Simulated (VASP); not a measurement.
A run of VASP 6.6.1 is set up as follows.

File INCAR:

```
SYSTEM = SiC
PREC = Accurate
ENCUT = 520
EDIFF = 1E-7
ISMEAR = -1
SIGMA = 0.05
LREAL = .FALSE.
LASPH = .TRUE.
NELM = 80
ALGO = Normal
ISIF = 2
LWAVE = .FALSE.
LCHARG = .FALSE.
GGA = PE
NBANDS = 11
```

Contents of KPOINTS:

```
regular mesh
0
G
  17 17 17
  0 0 0
```

File POSCAR:

```
SiC
1.0
    0.0000000000      1.9434660500      1.9434660500
    1.9434660500      0.0000000000      1.9434660500
    1.9434660500      1.9434660500      0.0000000000
Si C
1 1
Direct
    0.0000000000      0.0000000000      0.0000000000
    0.5000000000      0.5000000000      0.5000000000
```

Potentials or basis: VASP PAW PBE potentials, release 64 (Si, C).

The run is started by

```bash
$ cat potpaw_PBE.64/Si/POTCAR potpaw_PBE.64/C/POTCAR > POTCAR
$ mpirun -np 1 vasp_std > vasp.out
```

Question: Estimate the band gap on the k mesh.

Answer: Zero (band 4 reaches 14.42 eV, above the bottom of band 5 at 14.34 eV).

Question: What does it give for the pressure?

Answer: 41.8 GPa.
